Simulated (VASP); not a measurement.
Here is a VASP 6.6.1 calculation.

Contents of INCAR:

```
  ALGO = Normal
  EDIFF = 1E-7
  ENCUT = 520
  GGA = PS
  ISIF = 2
  ISMEAR = -1
  LASPH = T
  LCHARG = F
  LREAL = F
  LWAVE = F
  NBANDS = 17
  NELM = 80
  PREC = Accurate
  SIGMA = 0.1
```

File KPOINTS:

```
k-points
0
Gamma
  17 17 16
```

POSCAR

```
Ni
1.0
   -2.9380871097      2.9384753567      1.2133086046
    2.9384753567     -2.9380871097      1.2133086046
    1.5300751700      1.5300751700     -1.2125975296
Ni
2
Direct
    0.0000237669      0.9999762331      1.0000000000
    0.7499762331      0.2500237669      0.5000000000
```

Potentials or basis: VASP PAW PBE potentials, release 64 (Ni).

Run with:

```console
$ cat potpaw_PBE.64/Ni/POTCAR > POTCAR
$ mpirun -np 1 vasp_std > vasp.out
```

**Question.** What does it give for the band gap on the k mesh?

**Answer.** Zero (bands 10 and 11 overlap by 0.72 eV).

**Question.** Estimate the pressure.

**Answer.** -7.9 GPa.

Stress tensor (GPa, compression positive):
```
-7.99  0.01 -0.02
 0.01 -7.99 -0.02
-0.02 -0.02 -7.61
```

Caveat: the cell stands under tension; the PAW data sets were made with another functional, which shifts forces and pressure a little; the run has no spin polarisation, though such a crystal can be magnetic. Spin polarisation is off, so any magnetic state and its effect on volume and gap are missing.
